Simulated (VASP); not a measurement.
Runs of VASP 6.6.1 on Eu. It takes space group Im-3m (No. 229, cubic). The conventional cell has a = 4.109 Å, b = 4.109 Å, c = 4.109 Å, α = 90.00°, β = 90.00°, γ = 90.00°. Within 4.7 Å of Eu (site symmetry m-3m) lie 14 Eu at 3.56 to 4.11 Å. 

```csv
k mesh,smearing,gap on the mesh (eV),pressure (GPa),moment (μB)
11 × 11 × 11,methfessel-paxton 0.1 eV,none,-0.3,7.11
14 × 14 × 14,fermi-dirac 0.05 eV,none,-0.3,(b)
11 × 11 × 11,methfessel-paxton 0.03 eV,none,-0.3,7.09
3 × 3 × 3,fermi-dirac 0.05 eV,none,(c),7.18
11 × 11 × 11,fermi-dirac 0.2 eV,none,(a),7.14
11 × 11 × 11,fermi-dirac 0.03 eV,none,-0.3,7.11
11 × 11 × 11,methfessel-paxton 1 eV,none,-0.5,7.26
5 × 5 × 5,fermi-dirac 0.05 eV,none,-0.2,7.15
```

Alike in all rows: task single point; level LDA; potentials or basis VASP PAW PBE potentials, release 64 (Eu); spin collinear, ferromagnetic start; cell as given; cutoff (eV) 520.

Task: Estimate the missing entries.

Result: (a) -0.1; (b) 7.13; (c) -2.0.

Caveats: some runs use coarse meshes; the PAW data sets were made with another functional, which shifts forces and pressure a little; spin-orbit coupling is left out, which moves the levels of the heavy elements.

A k mesh can miss the band edges, and the runs leave out spin-orbit coupling on Eu.

A gap of «none» marks levels without a gap at the run's occupations.
